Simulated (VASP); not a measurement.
Here is a VASP 6.6.1 calculation.

The input INCAR:

```
  ALGO = Fast
  EDIFF = 1E-6
  ENCUT = 520
  GGA = PS
  ISIF = 2
  ISMEAR = 0
  LASPH = True
  LCHARG = False
  LREAL = False
  LWAVE = False
  NBANDS = 17
  NELM = 60
  PREC = Accurate
  SIGMA = 0.1
```

Contents of KPOINTS:

```
k-points
0
Gamma
  18 18 18
```

The input POSCAR:

```
Al2Ru
1.0
   -1.5606788815      1.5606788815      4.2115520768
    1.5606788815     -1.5606788815      4.2115520768
    1.5606788815      1.5606788815     -4.2115520768
Al Ru
2 1
Direct
    0.6590760825      0.6590760825      0.0000000000
    0.3409239175      0.3409239175      0.0000000000
    0.0000000000      0.0000000000      0.0000000000
```

Potentials or basis: VASP PAW PBE potentials, release 64 (Al, Ru_pv).

Command:

```bash
$ cat potpaw_PBE.64/Al/POTCAR potpaw_PBE.64/Ru_pv/POTCAR > POTCAR
$ mpirun -np 1 vasp_std > vasp.out
```

(1) What does it give for the band gap on the k mesh?

(2) Predict the pressure.

## Answers

(1) zero (bands 10 and 11 overlap by 0.18 eV).

(2) 0.1 GPa.

Caveat: the PAW data sets were made with another functional, which shifts forces and pressure a little.
